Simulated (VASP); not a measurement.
# Al2Ru (I4/mmm) in VASP: notebook

Runs on Al2Ru. Level: PBEsol. Tasks: relaxation of shape and atoms at fixed volume, relaxation of the atoms.

Everything below comes from runs of VASP 6.6.1. Logs are shortened: lines on timing, memory, paths and dates and some standing lists are left out, and cuts for length are marked.

## Step 1: The cell of the first run

Symmetry: I4/mmm, No. 139, tetragonal system. Conventional cell: a = 3.059 Å, b = 3.059 Å, c = 8.242 Å, α = 90.00°, β = 90.00°, γ = 90.00°. Al (site symmetry 4mm) has 5 Ru at 2.53 to 2.80 Å and 9 Al at 2.63 to 3.06 Å within 3.3 Å. Within 3.3 Å of Ru (site symmetry 4/mmm) lie 10 Al at 2.53 to 2.80 Å and 4 Ru at 3.06 Å.

## Step 2: Relaxation of shape and atoms at fixed volume, PBEsol (volume scaled by 0.94)

The input, INCAR:

```
ALGO = Fast ; EDIFF = 1E-7
EDIFFG = -0.01 ; ENCUT = 600
GGA = PS ; IBRION = 2
ISIF = 4 ; ISMEAR = 0
LASPH = True ; LCHARG = False
LREAL = False ; LWAVE = False
NELM = 80 ; NSW = 50
PREC = Accurate ; SIGMA = 0.1
```

The input, KPOINTS:

```
k-points
0
Gamma
  18 18 18
```

The input, POSCAR:

```
Al2Ru
1.0
   -1.5296253503      1.5296253503      4.1212313156
    1.5296253503     -1.5296253503      4.1212313156
    1.5296253503      1.5296253503     -4.1212313156
Al Ru
2 1
Direct
    0.6597558472      0.6597558472      0.0000000000
    0.3402441528      0.3402441528      0.0000000000
    0.0000000000      0.0000000000      0.0000000000
```

Potentials or basis: VASP PAW PBE potentials, release 64 (Al, Ru_pv).

Launch:

```bash
$ cat potpaw_PBE.64/Al/POTCAR potpaw_PBE.64/Ru_pv/POTCAR > POTCAR
$ mpirun -np 1 vasp_std > vasp.out
```

OUTCAR:

```text
EDIFF = 1E-7
   EDIFFG = -0.01
   ENCUT = 600
   GGA = PS
   IBRION = 2
   ISIF = 4
   ISMEAR = 0
   LASPH = True
   LREAL = False
   NELM = 80
   NSW = 50
   PREC = Accurate

 ion  position               nearest neighbor table
   1  0.660  0.660  0.000-   3 2.53   3 2.53   3 2.53   3 2.53   2 2.63   2 2.63   2 2.63   2 2.63
                             2 2.63   3 2.80
   2  0.340  0.340  0.000-   3 2.53   3 2.53   3 2.53   3 2.53   1 2.63   1 2.63   1 2.63   1 2.63
                             1 2.63   3 2.80
   3  0.000  0.000  0.000-   1 2.53   1 2.53   1 2.53   2 2.53   1 2.53   2 2.53   2 2.53   2 2.53
                             1 2.80   2 2.80

  LATTYP: Found a body centered tetragonal cell.
 ALAT       =     3.0592507006
 C/A-ratio  =     2.6942749836

  Lattice vectors:

 A1 = (  -1.5296253503,   1.5296253503,   4.1212313156)
 A2 = (   1.5296253503,  -1.5296253503,   4.1212313156)
 A3 = (   1.5296253503,   1.5296253503,  -4.1212313156)

Analysis of symmetry for initial positions (statically):
=====================================================================
 Subroutine PRICEL returns:
 Original cell was already a primitive cell.

 Routine SETGRP: Setting up the symmetry group for a
 body centered tetragonal supercell.

 Subroutine GETGRP returns: Found 16 space group operations
 (whereof 16 operations were pure point group operations)
 out of a pool of 16 trial point group operations.

The static configuration has the point symmetry D_4h.

Analysis of symmetry for dynamics (positions and initial velocities):
=====================================================================
 Subroutine PRICEL returns:
 Original cell was already a primitive cell.

 Routine SETGRP: Setting up the symmetry group for a
 body centered tetragonal supercell.

 Subroutine GETGRP returns: Found 16 space group operations
 (whereof 16 operations were pure point group operations)
 out of a pool of 16 trial point group operations.

The dynamic configuration has the point symmetry D_4h.

 Subroutine INISYM returns: Found 16 space group operations
 (whereof 16 operations are pure point group operations),
 and found     1 'primitive' translations

----------------------------------------------------------------------------------------

                                     Primitive cell

  volume of cell :      38.5707

  direct lattice vectors                    reciprocal lattice vectors
    -1.529625350  1.529625350  4.121231316     0.000000000  0.326877428  0.121322964
     1.529625350 -1.529625350  4.121231316     0.326877428  0.000000000  0.121322964
     1.529625350  1.529625350 -4.121231316     0.326877428  0.326877428  0.000000000

  length of vectors
     4.654466133  4.654466133  4.654466133     0.348666193  0.348666193  0.462274492

  position of ions in fractional coordinates (direct lattice)
     0.659755847  0.659755847  0.000000000
     0.340244153  0.340244153  0.000000000
     0.000000000  0.000000000  0.000000000

  ion indices of the primitive-cell ions
   primitive index   ion index
                 1           1
                 2           2
                 3           3

----------------------------------------------------------------------------------------

 KPOINTS: k-points

Automatic generation of k-mesh.
 Grid dimensions read from file:
 generate k-points for:   18   18   18

 Generating k-lattice:

  Cartesian coordinates                     Fractional coordinates (reciprocal lattice)
     0.000000000  0.018159857  0.006740165     0.055555556 -0.000000000  0.000000000
     0.018159857  0.000000000  0.006740165    -0.000000000  0.055555556  0.000000000
     0.018159857  0.018159857  0.000000000     0.000000000  0.000000000  0.055555556

  Length of vectors
     0.019370344  0.019370344  0.025681916

  Shift w.r.t. Gamma in fractional coordinates (k-lattice)
     0.000000000  0.000000000  0.000000000

 Subroutine IBZKPT returns following result:
 ===========================================

 Found    480 irreducible k-points:

 Following reciprocal coordinates:
            Coordinates               Weight
  0.000000  0.000000  0.000000      1.000000
  0.055556  0.000000 -0.000000      8.000000
  0.111111  0.000000 -0.000000      8.000000
  0.166667  0.000000  0.000000      8.000000
  0.222222 -0.000000  0.000000      8.000000
  0.277778 -0.000000  0.000000      8.000000
[... 16 lines left out ...]
 -0.277778  0.055556 -0.000000     16.000000
 -0.222222  0.055556  0.000000     16.000000
 [... further k-points ...]
   k-points           NKPTS =    480   k-points in BZ     NKDIM =    480   number of bands    NBANDS=     14
   number of dos      NEDOS =    301   number of ions     NIONS =      3
   total plane-waves  NPLWV =  64000
   dimension x,y,z NGX =    40 NGY =   40 NGZ =   40
   dimension x,y,z NGXF=    80 NGYF=   80 NGZF=   80
   ions per type =               2   1
   NGX,Y,Z   is equivalent  to a cutoff of  14.29, 14.29, 14.29 a.u.
   NGXF,Y,Z  is equivalent  to a cutoff of  28.57, 28.57, 28.57 a.u.
 SYSTEM =  unknown system
   PREC   = accura    normal or accurate (medium, high low for compatibility)
   ISTART =      0    job   : 0-new  1-cont  2-samecut
   ICHARG =      2    charge: 1-file 2-atom 10-const
   ISPIN  =      1    spin polarized calculation?
   LNONCOLLINEAR =      F non collinear calculations
   LSORBIT =      F    spin-orbit coupling
   LASPH  =      T    aspherical Exc in radial PAW
   ENCUT  =  600.0 eV  44.10 Ry    6.64 a.u.   9.30  9.30  9.30*2*pi/ulx,y,z
   NELM   =     80;   NELMIN=  2; NELMDL= -5     # of ELM steps
   EDIFF  = 0.1E-06   stopping-criterion for ELM
   LREAL  =      F    real-space projection
   EDIFFG = -.1E-01   stopping-criterion for IOM
   NSW    =     50    number of steps for IOM
   IBRION =      2    ionic relax: 0-MD 1-quasi-New 2-CG
   NFREE  =      1    steps in history (QN), initial steepest desc. (CG)
   ISIF   =      4    stress and relaxation
   ISYM   =      2    0-nonsym 1-usesym 2-fastsym
   POTIM  = 0.5000    time-step for ionic-motion
   TEBEG  =    0.0;   TEEND  =   0.0 temperature during run
   PSTRESS=    0.0 pullay stress
   NELECT =      20.0000    total number of electrons
   NUPDOWN=      -1.0000    fix difference up-down
   EMIN   =  10.00;   EMAX   =-10.00  energy-range for DOS
   EFERMI =   0.00;   METHOD = LEGACY
   ISMEAR =     0;   SIGMA  =   0.10  broadening in eV -4-tet -1-fermi 0-gaus
   EFERMI_NEDOS =   21; number of points for ismear=-14 and -15
   IALGO  =     68    algorithm
   IMIX   =      4    mixing-type and parameters
     AMIX     =   0.40;   BMIX     =  1.00
     AMIX_MAG =   1.60;   BMIX_MAG =  1.00
  volume/ion in A,a.u.               =      12.86        86.76
  Fermi-wavevector in a.u.,A,eV,Ry     =   1.315222  2.485410 23.535485  1.729809
  Thomas-Fermi vector in A             =   2.445420
   LORBIT       =      0    0 simple, 1 ext, 2 COOP (PROOUT), +10 PAW based schemes
   GGA     = PS    functional components
   LHFCALC =     F    Hartree Fock is set to
   AEXX    =    0.0000 exact exchange contribution
   IVDW    =     0    specifies the selected vdW correction
   LEPSILON=     F    determine dielectric tensor
   LRPA    =     F    only Hartree local field effects (RPA)
 conjugate gradient relaxation of ions
 non-spin polarized calculation
 RMM-DIIS sequential band-by-band and
 Gauss-broadening in eV      SIGMA  =   0.10
  energy-cutoff  :      600.00
  volume of cell :       38.57
 maximum number of plane-waves:      1317
 NGX is ok and might be reduce to    40
   NGX = 19   NGY = 19   NGZ = 19

--------------------------------------- Ionic step        1  -------------------------------------------

 number of electron      20.0000000 magnetization

 Free energy of the ion-electron system (eV)
  ---------------------------------------------------
  ext. energy  EPLUGINS =         0.00000000
  ---------------------------------------------------
  free energy    TOTEN  =       -20.23530561 eV

  energy without entropy =      -20.23418332  energy(sigma->0) =      -20.23474447

------------------------ aborting loop because EDIFF is reached ----------------------------------------

  FORCE on cell =-STRESS in cart. coord.  units (eV):
  Direction    XX          YY          ZZ          XY          YZ          ZX
  --------------------------------------------------------------------------------------
  -------------------------------------------------------------------------------------
  Total        3.0624939      3.0624939      3.1752665      0.0000000     -0.0000000      0.0000000
  in kB      127.2121793    127.2121793    131.8966107      0.0000000     -0.0000000      0.0000000
  external PRESSURE =     128.7736564 kB  Pullay stress =       0.0000000 kB
[... 96 lines left out ...]
  energy  without entropy=      -20.2347262342  energy(sigma->0) =      -20.23524377

--------------------------------------- Ionic step        4  -------------------------------------------

 number of electron      20.0000000 magnetization

 Free energy of the ion-electron system (eV)
  ---------------------------------------------------
  ext. energy  EPLUGINS =         0.00000000
  ---------------------------------------------------
  free energy    TOTEN  =       -20.23580038 eV

  energy without entropy =      -20.23475192  energy(sigma->0) =      -20.23527615

 E-fermi :  11.4132     XC(G=0): -12.3267

 val. band max:       11.3933849343   @ k =   0.5000   0.5000   0.1667
 cond. band min:      11.4233720696   @ k =  -0.2778   0.2778   0.0000
 fundamental gap:      0.0299871352
 Fermi energy:        11.4131518751

 k-point     1 :       0.0000    0.0000    0.0000
  band No.  band energies     occupation
      1     -31.2279      2.00000
      2     -31.2279      2.00000
      3     -31.1653      2.00000
      4       0.0423      2.00000
      5       5.6318      2.00000
      6       7.2548      2.00000
      7       9.2704      2.00000
      8       9.2704      2.00000
      9       9.4606      2.00000
     10      10.4129      2.00000
     11      14.0881      0.00000
     12      15.9164      0.00000
     13      17.8160      0.00000
     14      17.8160      0.00000
[... 375 lines left out ...]
 k-point    24 :      -0.2222    0.0556    0.0000
  band No.  band energies     occupation
      1     -31.2975      2.00000
      2     -31.2268      2.00000
      3     -31.1578      2.00000
      4       0.9925      2.00000
      5       6.1671      2.00000
      6       7.3705      2.00000
      7       7.6788      2.00000
      8       9.1864      2.00000
      9       9.4954      2.00000
     10      10.3418      2.00000
     11      13.7710      0.00000
     12      14.7523      0.00000
     13      15.6536      0.00000
     14      17.0592      0.00000

 [... further k-points ...]

------------------------ aborting loop because EDIFF is reached ----------------------------------------

  FORCE on cell =-STRESS in cart. coord.  units (eV):
  Direction    XX          YY          ZZ          XY          YZ          ZX
  --------------------------------------------------------------------------------------
  -------------------------------------------------------------------------------------
  Total        3.0756755      3.0756755      3.0538757      0.0000000      0.0000000      0.0000000
  in kB      127.7597229    127.7597229    126.8541863      0.0000000      0.0000000      0.0000000
  external PRESSURE =     127.4578774 kB  Pullay stress =       0.0000000 kB
[... 18 lines left out ...]
  FREE ENERGIE OF THE ION-ELECTRON SYSTEM (eV)
  ---------------------------------------------------
  free  energy   TOTEN  =       -20.2358003801 eV

  energy  without entropy=      -20.2347519234  energy(sigma->0) =      -20.23527615

 reached required accuracy - stopping structural energy minimisation
```

It took 26 min on 1 thread of Oxide Virtual Turin-like, shared host; peak memory 0.48 GiB.

What came out:

* Free energy: -20.2358 eV
* Energy gained by relaxing: 0.2 meV/atom
* Ionic steps: 4
* Pressure after relaxing: 12.7 GPa
* Band gap on the k mesh: zero (band 10 reaches 11.56 eV, above the bottom of band 11 at 11.39 eV)

Forces on the atoms (eV/Å):
```
Al   0.000  0.000  0.002
Al   0.000  0.000 -0.002
Ru   0.000  0.000  0.000
```

The path:
```csv
step,energy change (eV),largest force (eV/Å),pressure (GPa),volume (Å³)
1,0.0000,0.1080,12.88,38.57
2,-0.0004,0.0292,12.72,38.57
3,-0.0005,0.0084,12.76,38.57
4,-0.0005,0.0025,12.75,38.57
```

Final structure:
```
CELL_PARAMETERS angstrom
-1.52947 1.52947 4.12206
1.52947 -1.52947 4.12206
1.52947 1.52947 -4.12206
ATOMIC_POSITIONS crystal
Al 0.66029 0.66029 0.00000
Al 0.33971 0.33971 0.00000
Ru 0.00000 0.00000 0.00000
```

Caveat: the cell differs from its parent crystal (volume scaled by 0.94); the PAW data sets were made with another functional, which shifts forces and pressure a little.

## Step 3: Relaxation of the atoms, PBEsol (equal strain along all axes, cell held: +2.0 %)

The input, INCAR:

```
  PREC = Accurate
  ENCUT = 520
  EDIFF = 1E-6
  ISMEAR = 0
  SIGMA = 0.1
  LREAL = F
  LASPH = T
  NELM = 80
  ALGO = Fast
  ISIF = 2
  LWAVE = F
  LCHARG = F
  GGA = PS
  IBRION = 2
  NSW = 60
  EDIFFG = -0.008
```

The input, KPOINTS:

```
Automatic mesh
0
Gamma
  12 12 4
```

The input, POSCAR:

```
Al2Ru
1.0
    3.1837849185      0.0000000000      0.0000000000
    0.0000000000      3.1837849185      0.0000000000
    0.0000000000      0.0000000000      8.5915662343
Al Ru
4 2
Direct
    0.5000000000      0.5000000000      0.1584684072
    0.0000000000      0.0000000000      0.3415315928
    0.0000000000      0.0000000000      0.6584684072
    0.5000000000      0.5000000000      0.8415315928
    0.0000000000      0.0000000000      0.0000000000
    0.5000000000      0.5000000000      0.5000000000
```

Potentials or basis: VASP PAW PBE potentials, release 64 (Al, Ru_pv).

Launch:

```bash
$ cat potpaw_PBE.64/Al/POTCAR potpaw_PBE.64/Ru_pv/POTCAR > POTCAR
$ mpirun -np 1 vasp_std > vasp.out
```

Run time: 6.5 min. Hardware: 1 thread of Oxide Virtual Turin-like, shared host; peak memory 0.26 GiB.

Results (log left out):

| Item | Value |
| --- | --- |
| Free energy | -40.5082 eV |
| Energy gained by relaxing | 0.2 meV/atom |
| Ionic steps | 3 |
| Pressure after relaxing | -9.3 GPa |
| Band gap on the k mesh | zero (band 20 reaches 9.96 eV, above the bottom of band 21 at 9.78 eV) |

Stress tensor (GPa, compression positive):
```
-9.46  0.00  0.00
 0.00 -9.46  0.00
 0.00  0.00 -8.92
```

The path:
```tsv
step	energy change (eV)	largest force (eV/Å)	pressure (GPa)
1	0.0000	0.0928	-9.38
2	-0.0010	0.0164	-9.31
3	-0.0010	0.0000	-9.28
```

Final structure:
```yaml
crystal:
  lattice:
    - [3.18378, 0.00000, 0.00000]
    - [0.00000, 3.18378, 0.00000]
    - [0.00000, 0.00000, 8.59157]
  atoms:
    - { symbol: Al, position: [0.50000, 0.50000, 0.15784] }
    - { symbol: Al, position: [0.00000, 0.00000, 0.34216] }
    - { symbol: Al, position: [0.00000, 0.00000, 0.65784] }
    - { symbol: Al, position: [0.50000, 0.50000, 0.84216] }
    - { symbol: Ru, position: [0.00000, 0.00000, 0.00000] }
    - { symbol: Ru, position: [0.50000, 0.50000, 0.50000] }
```

Levels at points of the mesh, in eV from the Fermi level:
```
           k point  band 17  band 18  band 19  band 20  band 21  band 22  band 23  band 24
(0.00, 0.00, 0.00)    -1.48    -1.48    -0.96    -0.94     2.20     2.99     2.99     4.77
(0.50, 0.00, 0.00)    -2.21    -2.21    -1.36    -1.36     0.42     0.42     2.80     2.80
(0.50, 0.50, 0.00)    -1.30    -1.30    -0.38    -0.38     0.17     0.17     1.61     1.61
(0.00, 0.00, 0.50)    -1.70    -1.70    -0.95    -0.95     3.86     3.86     3.86     3.86
(0.50, 0.00, 0.50)    -2.44    -2.44    -1.35    -1.35     0.46     0.46     2.79     2.79
(0.50, 0.50, 0.50)    -1.64    -1.64    -0.48    -0.48     0.17     0.17     1.03     1.03
```

Caveat: the cell differs from its parent crystal (equal strain along all axes, cell held: +2.0 %); the PAW data sets were made with another functional, which shifts forces and pressure a little.
